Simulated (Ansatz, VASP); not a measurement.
# TiB2 in VASP and in Ansatz

```
Ti B
1.0
     2.99493    0.00000    0.00000
    -1.49747    2.59369    0.00000
     0.00000    0.00000    3.15727
Ti B
1 2
Direct
  0.00000 0.00000 0.00000
  0.33333 0.66667 0.50000
  0.66667 0.33333 0.50000
```

Alike in both runs: task relaxation of cell and atoms; functional LDA; k mesh 18 × 18 × 14; occupations gaussian, width 0.1 eV; no spin polarisation.

```csv
,VASP,Ansatz
version,VASP 6.6.1,Ansatz 0.2.0
potentials or method,"VASP PAW LDA potentials, release 64 (Ti_sv, B), cutoff 600 eV","scalar-relativistic, plane waves, PAW"
valence electrons in the cell,18,18
```

```csv
,VASP,Ansatz,Ansatz less VASP
"gap on the k mesh at the Fermi level, each at its own relaxed structure (eV)",none,none,-
relaxed volume (Å³/atom),8.19,8.18,-0.014
relaxed cell length with the largest relative difference (Å),3.162,3.160,-0.0022
```

Ansatz warns that its potentials were made for another functional, while VASP's fit it. LDA's correlation is that of Perdew and Zunger in VASP and of Perdew and Wang (1992) in Ansatz. A gap of «none» marks a metal or a gap that the smearing closes.
